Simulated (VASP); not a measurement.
# Ta: single point with PBE

The system is Ta.

```xyz
1
Lattice="-1.5226 1.6595 1.4106 1.5226 -1.6595 1.4106 1.5226 1.6595 -1.4106" Properties=species:S:1:pos:R:3 pbc="T T T"
Ta    0.0000    0.0000    0.0000
```

This cell differs from its parent crystal: normal strain along x -0.0825, normal strain along z -0.1500.

- Program: VASP 6.6.1
- Task: single point
- Functional: PBE
- Potentials or basis: VASP PAW PBE potentials, release 64 (Ta_pv)
- Cutoff: 520 eV
- k mesh: 18 × 18 × 18
- Occupations: gaussian, width 0.15 eV
- Spin: no spin polarisation

```
Pressure : 80.4 GPa
```

Stress tensor (GPa, compression positive):
```
81.30  0.00  0.00
 0.00 63.76  0.00
 0.00  0.00 96.05
```

Levels at points of the mesh, in eV from the Fermi level:
```
           k point  band 1  band 2  band 3  band 4  band 5  band 6  band 7  band 8  band 9  band 10
(0.00, 0.00, 0.00)  -32.34  -32.32  -32.25   -8.90   -0.67    0.80    2.02    2.78    6.00    14.54
(0.50, 0.00, 0.00)  -34.77  -33.02  -32.44   -5.73   -2.47    2.97    3.36    7.60    9.64    12.93
(0.00, 0.50, 0.00)  -34.69  -33.18  -32.57   -5.85   -3.75    3.75    5.88    7.85   10.26    13.05
(0.50, 0.50, 0.00)  -34.76  -32.83  -32.27   -5.66   -1.02    2.15    2.47    5.61    9.71    13.21
(0.50, 0.50, 0.50)  -34.29  -33.89  -33.50   -5.89   -5.33    8.40    8.84    8.86    9.25    11.06
```

Run time: 47 s on 1 thread of Intel(R) Xeon(R) 6975P-C (Granite Rapids) (shared host), peak memory 0.25 GiB.

Caveat: the cell differs from its parent crystal (normal strain along x -0.0825, normal strain along z -0.1500); spin-orbit coupling is left out, which moves the levels of the heavy elements.
